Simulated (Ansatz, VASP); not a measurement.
One calculation of CdSe, two programs

```
Cd Se
1.0
     4.30214    0.00000    0.00000
    -2.15107    3.72576    0.00000
     0.00000    0.00000    7.02146
Cd Se
2 2
Direct
  0.33333 0.66667 0.99081
  0.66667 0.33333 0.49081
  0.33333 0.66667 0.38519
  0.66667 0.33333 0.88519
```

Change from the starting cell: polar distortion scaled by 0.85.

Alike in both runs: task single point; functional LDA; k mesh 9 × 9 × 6; no spin polarisation.

|  | VASP | Ansatz |
| --- | --- | --- |
| version | VASP 6.6.1 | Ansatz 0.2.0 |
| potentials or method | VASP PAW LDA potentials, release 64 (Cd, Se), cutoff 520 eV | scalar-relativistic, plane waves, PAW |
| occupations | gaussian, width 0.01 eV | fixed |
| valence electrons in the cell | 36 | 72 |

|  | VASP | Ansatz | Ansatz less VASP |
| --- | --- | --- | --- |
| gap on the k mesh at the Fermi level (eV) | 0.50 | 0.47 | -0.024 |
| least direct gap on the mesh (eV) | 0.50 | 0.47 | -0.024 |
| pressure (GPa) | -1.2 | -1.6 | -0.44 |
| traceless stress, the component that is largest in VASP (GPa) | -2.01 | -1.87 | +0.137 |
| rms of the force components (eV/Å) | 0.264 | 0.253 | -0.0113 |

Ansatz warns that its potentials were made for another functional, while VASP's fit it. LDA's correlation is that of Perdew and Zunger in VASP and of Perdew and Wang (1992) in Ansatz. Atom by atom the forces differ by 0.011 eV/Å (rms over components). VASP's potentials hold 36 valence electrons a cell and Ansatz's 72, so a difference there can come from the potentials and not from the codes.
